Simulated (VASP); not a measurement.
Crystal: SnSe.

```
CELL_PARAMETERS angstrom
4.21934 0.00000 0.00000
0.00000 4.21934 0.00000
0.00000 0.00000 5.99303
ATOMIC_POSITIONS crystal
Sn 0.50000 0.00000 0.25009
Sn 0.00000 0.50000 0.74991
Se 0.50000 0.00000 0.74990
Se 0.00000 0.50000 0.25010
```

Base run:

- Program: VASP 6.6.1
- Functional: PBEsol
- Potentials or basis: VASP PAW PBE potentials, release 64 (Sn_d, Se)
- Cutoff: 500 eV
- k mesh: 4 × 4 × 4
- Occupations: gaussian, width 0.01 eV
- Spin: no spin polarisation

Its results: band gap on the k mesh 0.73 eV; pressure -1.4 GPa.

After a change of settings the same cell gave: band gap on the k mesh 0.64 eV; pressure 1.3 GPa. Which change was it?
A. functional from PBEsol to PBE-based screened hybrid with 10 % exact exchange; cutoff from 500 eV to 520 eV; k mesh from 4 × 4 × 4 to 4 × 4 × 2
B. functional from PBEsol to PBE-based screened hybrid with 40 % exact exchange; cutoff from 500 eV to 520 eV; k mesh from 4 × 4 × 4 to 4 × 4 × 2
C. functional from PBEsol to PBE; k mesh from 4 × 4 × 4 to 3 × 3 × 3
D. functional from PBEsol to LDA; potentials or basis from VASP PAW PBE potentials, release 64 (Sn_d, Se) to VASP PAW LDA potentials, release 64 (Sn_d, Se)

A.

Caveats: some runs use coarse meshes; the PAW data sets were made with another functional, which shifts forces and pressure a little; spin-orbit coupling is left out, which moves the levels of the heavy elements; semilocal functionals underestimate gaps, and a narrow one can read as zero (at least some runs).
